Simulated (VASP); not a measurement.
Here is a VASP 6.6.1 calculation.

The input POSCAR:

```
SnSe2
1.0
    3.8404613600      0.0000000000      0.0000000000
   -1.9202306800      3.3259371000      0.0000000000
    0.0000000000      0.0000000000      6.5244591100
Sn Se
1 2
Direct
    0.0000000000      0.0000000000      0.0000000000
    0.3333333300      0.6666666700      0.2412315300
    0.6666666700      0.3333333300      0.7587684700
```

Contents of INCAR.step1:

```
SYSTEM = SnSe2
ALGO     = Normal         ! electronic algorithm
EDIFF    = 1E-4           ! SCF threshold, eV
ENCUT    = 520            ! plane-wave cutoff, eV
GGA      = PE             ! functional
GGA_COMPAT= .FALSE.      
ISMEAR   = -1             ! smearing method
LASPH    = .TRUE.         ! aspherical terms in the spheres
LCHARG   = .FALSE.        ! write CHGCAR
LNONCOLLINEAR= .TRUE.         ! non-collinear magnetism
LREAL    = .FALSE.        ! projectors in reciprocal space
LSORBIT  = .TRUE.         ! spin-orbit coupling
LWAVE    = .TRUE.         ! write WAVECAR
MAGMOM   = 0 0 0 0 0 0 0 0 0 ! initial moments
NBANDS   = 39             ! bands
NELM     = 150            ! most SCF steps
PREC     = Accurate       ! precision mode
SIGMA    = 0.02           ! smearing width, eV
```

File INCAR.step2:

```
SYSTEM = SnSe2
ALGO     = Normal         ! electronic algorithm
EDIFF    = 1E-6           ! SCF threshold, eV
ENCUT    = 520            ! plane-wave cutoff, eV
GGA_COMPAT= .FALSE.      
ISIF     = 2              ! what is computed and relaxed
ISMEAR   = -1             ! smearing method
ISTART   = 1            
LASPH    = .TRUE.         ! aspherical terms in the spheres
LCHARG   = .FALSE.        ! write CHGCAR
LMIXTAU  = .TRUE.       
LNONCOLLINEAR= .TRUE.         ! non-collinear magnetism
LORBIT   = 11             ! projections on sites
LORBMOM  = .TRUE.       
LREAL    = .FALSE.        ! projectors in reciprocal space
LSORBIT  = .TRUE.         ! spin-orbit coupling
LWAVE    = .FALSE.        ! write WAVECAR
MAGMOM   = 0 0 0 0 0 0 0 0 0 ! initial moments
METAGGA  = R2SCAN         ! meta-GGA
NBANDS   = 39             ! bands
NELM     = 150            ! most SCF steps
PREC     = Accurate       ! precision mode
SIGMA    = 0.02           ! smearing width, eV
```

KPOINTS

```
k-points
0
G
  6 6 4
  0 0 0
```

Potentials or basis: VASP PAW PBE potentials, release 64 (Sn_d, Se).

Launch:

```bash
$ cat potpaw_PBE.64/Sn_d/POTCAR potpaw_PBE.64/Se/POTCAR > POTCAR
$ cp INCAR.step1 INCAR
$ mpirun -np 1 vasp_ncl > vasp.out
$ cp INCAR.step2 INCAR
$ mpirun -np 1 vasp_ncl > vasp.out
```

Q: Estimate the pressure.

A: 0.1 GPa.

Q: Predict the largest force.

A: 0.011 eV/Å.

Stress tensor (GPa, compression positive):
```
0.18 0.00 0.00
0.00 0.18 0.00
0.00 0.00 0.04
```

Caveat: the PAW data sets were made with another functional, which shifts forces and pressure a little.
